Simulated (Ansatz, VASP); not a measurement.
## One calculation of GdO, two programs

Contents of INCAR:

```
PREC = Accurate
ENCUT = 520
EDIFF = 1E-6
ISMEAR = -1
SIGMA = 0.05
LREAL = False
LASPH = True
NELM = 150
ALGO = Normal
ISIF = 2
LWAVE = False
LCHARG = False
ISPIN = 2
MAGMOM = 7 0
LORBIT = 11
LMAXMIX = 6
LDAU = True
LDAUTYPE = 2
LDAUL = 3 -1
LDAUU = 1 0
LDAUJ = 0 0
LDAUPRINT = 1
GGA = CA
NBANDS = 23
```

The input KPOINTS:

```
Automatic mesh
0
Gamma
  10 10 9
```

File POSCAR:

```
GdO
1.0
    3.1132995800      0.0000000000      0.0000000000
   -1.5566497900      2.6961965200      0.0000000000
    0.0000000000      0.0000000000      3.0384261400
Gd O
1 1
Direct
    0.0000000000      0.0000000000      0.0000000000
    0.6666666667      0.3333333333      0.5000000000
```

Contents of input.yaml:

```yaml
crystal:
  lattice:
    - [3.11329958, 0.0, 0.0]
    - [-1.55664979, 2.69619652, 0.0]
    - [0.0, 0.0, 3.03842614]
  atoms:
    - { symbol: Gd, position: [0.0, 0.0, 0.0], spin: 7.0 }
    - { symbol: O, position: [0.6666666667, 0.3333333333, 0.5] }
hamiltonian:
  xc: lda
  pseudopotentials: { kind: paw }
  hubbard: { sites: [{ species: Gd, l: f, u_eff: 1.0 }] }
magnetization:
  spin_polarized: true
kpoints:
  mp_grid: { grid: [10, 10, 9] }
  band_path:
    path:
      - [[0.0, 0.0, 0.0], [0.5, 0.0, 0.0], [0.3333333333, 0.3333333333, 0.0], [0.0, 0.0, 0.0], [0.0, 0.0, 0.5], [0.5, 0.0, 0.5], [0.3333333333, 0.3333333333, 0.5], [0.0, 0.0, 0.5]]
      - [[0.5, 0.0, 0.5], [0.5, 0.0, 0.0]]
      - [[0.3333333333, 0.3333333333, 0.0], [0.3333333333, 0.3333333333, 0.5]]
    npoints: 14
scf:
  occupations: { method: fermi_dirac, width: 0.05 }
  n_extra_bands: 6
output:
  forces: true
  stress: true
  eigenvalues: true
  fatbands: false
  write_density: true
  write_potential: true
  elf: true
  volumetric_format: npy
```

Alike in both runs: functional LDA; k mesh 10 × 10 × 9; occupations fermi-dirac, width 0.05 eV; collinear spin; Hubbard terms Gd f U = 1.0 eV.

|  | VASP | Ansatz |
| --- | --- | --- |
| version | VASP 6.6.1 | Ansatz 0.2.0 |
| potentials or method | VASP PAW PBE potentials, release 64 (Gd, O) | Ansatz PAW |
| plane-wave cutoff (eV) | 520 | 420 |
| valence electrons in the cell | 24 | 24 |
| task | single point | band structure |

VASP gave:

| Property | Result |
| --- | --- |
| gap on the k mesh at the Fermi level (eV) | none |
| pressure (GPa) | 18.4 |
| traceless stress, the component that is largest in VASP (GPa) | -2.99 |
| net moment per atom (μB) | 3.52 |
| size of the moment on the site where the two differ most (μB) | 6.79 |

Task: Which values does Ansatz return?

Result: gap on the k mesh at the Fermi level (eV): none; pressure (GPa): 17.7; traceless stress, the component that is largest in VASP (GPa): -2.90; net moment per atom (μB): 3.57; size of the moment on the site where the two differ most (μB): 6.81.

VASP's potentials were made for PBE, not for LDA. LDA's correlation is that of Perdew and Zunger in VASP and of Perdew and Wang (1992) in Ansatz. Site moments also hang on the region over which each program counts them. The programs project onto different local orbitals, so the same U acts differently, and such runs can settle in different states. A gap of «none» marks a metal or a gap that the smearing closes.

Spin-orbit coupling is off throughout. Noted on Ansatz's run: the magnetic or orbital state may not be the lowest.
